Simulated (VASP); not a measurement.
# ZnO (P6_3mc) in VASP: notebook

The runs below take ZnO through single point, with PBEsol.

Program: VASP 6.6.1. These are calculated values, not measurements. Logs are shortened: lines on timing, memory, paths and dates and some standing lists are left out, and cuts for length are marked.

**1. The cell of the first run**

It takes space group P6_3mc (No. 186, hexagonal). Conventional cell: a = 3.295 Å, b = 3.295 Å, c = 5.105 Å, α = 90.00°, β = 90.00°, γ = 120.00°. Within 2.6 Å of Zn (site symmetry 3m) lie 4 O at 1.98 to 1.99 Å. O (site symmetry 3m) has 4 Zn at 1.98 to 1.99 Å within 2.6 Å.

**2. Single point, PBEsol (in-plane strain +0.02, then relaxed in part)**

The input, INCAR:

```
SYSTEM = ZnO
PREC = Accurate ; ENCUT = 520
EDIFF = 1E-6 ; ISMEAR = 0
SIGMA = 0.01 ; LREAL = .False.
LASPH = .True. ; NELM = 60
ALGO = Normal ; ISIF = 2
LWAVE = .False. ; LCHARG = .True.
GGA = PS ; LELF = .True.
LVHAR = .True. ; NBANDS = 26
```

The input, KPOINTS:

```
Automatic mesh
0
Gamma
  8 8 4
  0 0 0
```

The input, POSCAR:

```
ZnO
1.0
    3.2946092114      0.0000000000      0.0000000000
   -1.6473046057      2.8532152726      0.0000000000
    0.0000000000      0.0000000000      5.1053381844
Zn O
2 2
Direct
    0.3333333333      0.6666666667      0.4946859702
    0.6666666667      0.3333333333     -0.0053140298
    0.6666666667      0.3333333333      0.3843240298
    0.3333333333      0.6666666667      0.8843240298
```

Potentials or basis: VASP PAW PBE potentials, release 64 (Zn, O).

Launch:

```
> cat potpaw_PBE.64/Zn/POTCAR potpaw_PBE.64/O/POTCAR > POTCAR
> mpirun -np 1 vasp_std > vasp.out
```

OUTCAR:

```text
SYSTEM = ZnO
   PREC = Accurate
   ENCUT = 520
   EDIFF = 1E-6
   ISMEAR = 0
   LREAL = .False.
   LASPH = .True.
   NELM = 60
   ISIF = 2
   GGA = PS

 ion  position               nearest neighbor table
   1  0.333  0.667  0.495-   3 1.98   3 1.98   3 1.98   4 1.99
   2  0.667  0.333  0.995-   4 1.98   4 1.98   4 1.98   3 1.99
   3  0.667  0.333  0.384-   1 1.98   1 1.98   1 1.98   2 1.99
   4  0.333  0.667  0.884-   2 1.98   2 1.98   2 1.98   1 1.99

  LATTYP: Found a hexagonal cell.
 ALAT       =     3.2946092114
 C/A-ratio  =     1.5496035666

  Lattice vectors:

 A1 = (   3.2946092114,   0.0000000000,   0.0000000000)
 A2 = (  -1.6473046057,   2.8532152726,   0.0000000000)
 A3 = (   0.0000000000,   0.0000000000,   5.1053381844)

Analysis of symmetry for initial positions (statically):
=====================================================================
 Subroutine PRICEL returns:
 Original cell was already a primitive cell.

 Routine SETGRP: Setting up the symmetry group for a
 hexagonal supercell.

 Subroutine GETGRP returns: Found 12 space group operations
 (whereof  6 operations were pure point group operations)
 out of a pool of 24 trial point group operations.

The static configuration has the point symmetry C_3v.
 The point group associated with its full space group is C_6v.

Analysis of symmetry for dynamics (positions and initial velocities):
=====================================================================
 Subroutine PRICEL returns:
 Original cell was already a primitive cell.

 Routine SETGRP: Setting up the symmetry group for a
 hexagonal supercell.

 Subroutine GETGRP returns: Found 12 space group operations
 (whereof  6 operations were pure point group operations)
 out of a pool of 24 trial point group operations.

The dynamic configuration has the point symmetry C_3v.
 The point group associated with its full space group is C_6v.

 Subroutine INISYM returns: Found 12 space group operations
 (whereof  6 operations are pure point group operations),
 and found     1 'primitive' translations

----------------------------------------------------------------------------------------

                                     Primitive cell
[... 90 lines left out ...]
   LNONCOLLINEAR =      F non collinear calculations
   LSORBIT =      F    spin-orbit coupling
   LASPH  =      T    aspherical Exc in radial PAW
   ENCUT  =  520.0 eV  38.22 Ry    6.18 a.u.   6.13  6.13  9.49*2*pi/ulx,y,z
   NELM   =     60;   NELMIN=  2; NELMDL= -5     # of ELM steps
   EDIFF  = 0.1E-05   stopping-criterion for ELM
   LREAL  =      F    real-space projection
   EDIFFG = 0.1E-04   stopping-criterion for IOM
   NSW    =      0    number of steps for IOM
   IBRION =     -1    ionic relax: 0-MD 1-quasi-New 2-CG
   NFREE  =      0    steps in history (QN), initial steepest desc. (CG)
   ISIF   =      2    stress and relaxation
   ISYM   =      2    0-nonsym 1-usesym 2-fastsym
   POTIM  = 0.5000    time-step for ionic-motion
   TEBEG  =    0.0;   TEEND  =   0.0 temperature during run
   PSTRESS=    0.0 pullay stress
   NELECT =      36.0000    total number of electrons
   NUPDOWN=      -1.0000    fix difference up-down
   EMIN   =  10.00;   EMAX   =-10.00  energy-range for DOS
   EFERMI =   0.00;   METHOD = LEGACY
   ISMEAR =     0;   SIGMA  =   0.01  broadening in eV -4-tet -1-fermi 0-gaus
   EFERMI_NEDOS =   21; number of points for ismear=-14 and -15
   IALGO  =     38    algorithm
   IMIX   =      4    mixing-type and parameters
     AMIX     =   0.40;   BMIX     =  1.00
     AMIX_MAG =   1.60;   BMIX_MAG =  1.00
  volume/ion in A,a.u.               =      12.00        80.97
  Fermi-wavevector in a.u.,A,eV,Ry     =   1.487492  2.810953 30.104697  2.212633
  Thomas-Fermi vector in A             =   2.600646
   LORBIT       =      0    0 simple, 1 ext, 2 COOP (PROOUT), +10 PAW based schemes
   GGA     = PS    functional components
   LHFCALC =     F    Hartree Fock is set to
   AEXX    =    0.0000 exact exchange contribution
   IVDW    =     0    specifies the selected vdW correction
   LEPSILON=     F    determine dielectric tensor
   LRPA    =     F    only Hartree local field effects (RPA)
 non-spin polarized calculation
 Gauss-broadening in eV      SIGMA  =   0.01
  energy-cutoff  :      520.00
  volume of cell :       47.99
 maximum number of plane-waves:      1312
 NGX is ok and might be reduce to    28
   NGX = 13   NGY = 13   NGZ = 19

 number of electron      36.0000013 magnetization

 Free energy of the ion-electron system (eV)
  ---------------------------------------------------
  ext. energy  EPLUGINS =         0.00000000
  ---------------------------------------------------
  free energy    TOTEN  =       -19.39151067 eV

  energy without entropy =      -19.39151067  energy(sigma->0) =      -19.39151067

 E-fermi :   0.9940     XC(G=0): -11.1403

 val. band max:        0.9507425137   @ k =   0.0000   0.0000   0.0000
 cond. band min:       1.6583139360   @ k =   0.0000   0.0000   0.0000
 fundamental gap:      0.7075714222
 Fermi energy:         0.9939746125

 k-point     1 :       0.0000    0.0000    0.0000
  band No.  band energies     occupation
      1     -16.9913      2.00000
      2     -16.2063      2.00000
      3      -4.7140      2.00000
      4      -4.7140      2.00000
      5      -4.5512      2.00000
      6      -4.5512      2.00000
[... 685 lines left out ...]
     25      14.3639      0.00000
     26      14.3639      0.00000

 [... further k-points ...]

------------------------ aborting loop because EDIFF is reached ----------------------------------------

  FORCE on cell =-STRESS in cart. coord.  units (eV):
  Direction    XX          YY          ZZ          XY          YZ          ZX
  --------------------------------------------------------------------------------------
  -------------------------------------------------------------------------------------
  Total       -0.9666890     -0.9666890      0.2807061      0.0000000      0.0000000      0.0000000
  in kB      -32.2726319    -32.2726319      9.3712922      0.0000000      0.0000000      0.0000000
  external PRESSURE =     -18.3913239 kB  Pullay stress =       0.0000000 kB

 VOLUME and BASIS-vectors are now :
 -----------------------------------------------------------------------------
  energy-cutoff  :      520.00
  volume of cell :       47.99
      direct lattice vectors                 reciprocal lattice vectors
     3.294609211  0.000000000  0.000000000     0.303526135  0.175240896  0.000000000
    -1.647304606  2.853215273  0.000000000     0.000000000  0.350481791  0.000000000
     0.000000000  0.000000000  5.105338184     0.000000000  0.000000000  0.195873410

 POSITION                                       TOTAL-FORCE (eV/Angst)
 -----------------------------------------------------------------------------------
     -0.00000      1.90214      2.52554         0.000000      0.000000     -0.007098
      1.64730      0.95107      5.07821        -0.000000     -0.000000     -0.007098
      1.64730      0.95107      1.96210        -0.000000      0.000000      0.007098
     -0.00000      1.90214      4.51477         0.000000     -0.000000      0.007098
 -----------------------------------------------------------------------------------
    total drift:                                0.000000      0.000000     -0.000494

  FREE ENERGIE OF THE ION-ELECTRON SYSTEM (eV)
  ---------------------------------------------------
  free  energy   TOTEN  =       -19.3915106744 eV

  energy  without entropy=      -19.3915106744  energy(sigma->0) =      -19.39151067
```

Run time: 36 s. Hardware: 1 thread of Intel Xeon Platinum 8259CL at 2.50GHz (Skylake/Cascade Lake), shared host; peak memory 0.18 GiB.

Results:

- Free energy: -19.3915 eV
- Pressure: -1.8 GPa
- Largest force: 0.007 eV/Å
- Band gap on the k mesh: 0.71 eV, direct

Forces in eV/Å, atoms in the order of the input:
```
Zn   0.000  0.000 -0.007
Zn   0.000  0.000 -0.007
O    0.000  0.000  0.007
O    0.000  0.000  0.007
```

Stress tensor (GPa, compression positive):
```
-3.23  0.00  0.00
 0.00 -3.23  0.00
 0.00  0.00  0.94
```

Caveat: the cell differs from its parent crystal (in-plane strain +0.02, then relaxed in part); the PAW data sets were made with another functional, which shifts forces and pressure a little.

**3. Single point, PBEsol (film at in-plane strain +0.02)**

The input, INCAR:

```
PREC     = Accurate       # precision mode
ENCUT    = 520            # plane-wave cutoff, eV
EDIFF    = 1E-6           # SCF threshold, eV
ISMEAR   = 0              # smearing method
SIGMA    = 0.01           # smearing width, eV
LREAL    = F              # projectors in reciprocal space
LASPH    = T              # aspherical terms in the spheres
NELM     = 100            # most SCF steps
ALGO     = Normal         # electronic algorithm
ISIF     = 2              # what is computed and relaxed
LWAVE    = F              # write WAVECAR
LCHARG   = F              # write CHGCAR
GGA      = PS             # functional
NBANDS   = 26             # bands
```

The input, KPOINTS:

```
regular mesh
0
Gamma
  8 8 4
```

POSCAR is that of step 2.

Potentials or basis: VASP PAW PBE potentials, release 64 (Zn, O).

Launch:

```
> cat potpaw_PBE.64/Zn/POTCAR potpaw_PBE.64/O/POTCAR > POTCAR
> mpirun -np 1 vasp_std > vasp.out
```

It took 35 s on 1 thread of Intel Xeon Platinum 8259CL at 2.50GHz (Skylake/Cascade Lake), shared host; peak memory 0.18 GiB.

The run converged. Its results:

```yaml
Free_energy: -19.3915 eV
Pressure: -1.8 GPa
Largest_force: 0.007 eV/Å
Band_gap_on_the_k_mesh: 0.71 eV, direct
```

Forces in eV/Å, atoms in the order of the input:
```
Zn   0.000  0.000 -0.007
Zn   0.000  0.000 -0.007
O    0.000  0.000  0.007
O    0.000  0.000  0.007
```

Stress tensor (GPa, compression positive):
```
-3.23  0.00  0.00
 0.00 -3.23  0.00
 0.00  0.00  0.94
```

Levels at points of the mesh, in eV from the valence-band top:
| k point | band 16 | band 17 | band 18 | band 19 | band 20 | band 21 |
| --- | --- | --- | --- | --- | --- | --- |
| (0.00, 0.00, 0.00) | -0.08 | 0.00 | 0.00 | 0.71 | 4.94 | 8.39 |
| (0.50, 0.00, 0.00) | -2.33 | -1.20 | -0.89 | 5.63 | 6.66 | 7.75 |
| (0.00, 0.00, 0.50) | -0.39 | -0.39 | -0.39 | 3.41 | 3.41 | 10.13 |
| (0.50, 0.00, 0.50) | -1.56 | -1.19 | -1.19 | 5.63 | 5.63 | 8.29 |

Caveat: the cell differs from its parent crystal (film at in-plane strain +0.02); the PAW data sets were made with another functional, which shifts forces and pressure a little.

(Part 1 of 2 ends here.)
